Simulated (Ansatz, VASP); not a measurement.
# ReS in VASP and in Ansatz

```
CELL_PARAMETERS angstrom
0.00000 2.47182 2.47182
2.47182 0.00000 2.47182
2.47182 2.47182 0.00000
ATOMIC_POSITIONS crystal
Re 0.00000 0.00000 0.00000
S 0.50000 0.50000 0.50000
```

Alike in both runs: task relaxation of cell and atoms; functional PBE; k mesh 20 × 20 × 20; occupations gaussian, width 0.1 eV; collinear spin.

```csv
,VASP,Ansatz
version,VASP 6.6.1,Ansatz 0.2.0
potentials or method,"VASP PAW PBE potentials, release 64 (Re, S), cutoff 600 eV","scalar-relativistic, plane waves, PAW"
valence electrons in the cell,13,21
```

VASP gave:

* gap on the k mesh at the Fermi level, each at its own relaxed structure (eV): none
* net moment per atom (μB): 0.56
* size of the moment on the site where the two differ most (μB): 1.06
* relaxed volume (Å³/atom): 15.18
* relaxed length of the cell vector where the two differ most in proportion (Å): 3.501

Task: Estimate Ansatz's values.

Result: gap on the k mesh at the Fermi level, each at its own relaxed structure (eV): none; net moment per atom (μB): 0.53; size of the moment on the site where the two differ most (μB): 0.77; relaxed volume (Å³/atom): 15.08; relaxed length of the cell vector where the two differ most in proportion (Å): 3.494.

Site moments also hang on the region over which each program counts them. A gap of «none» marks a metal or a gap that the smearing closes. VASP's potentials hold 13 valence electrons a cell and Ansatz's 21, so a difference there can come from the potentials and not from the codes.

Neither program's run includes spin-orbit coupling.
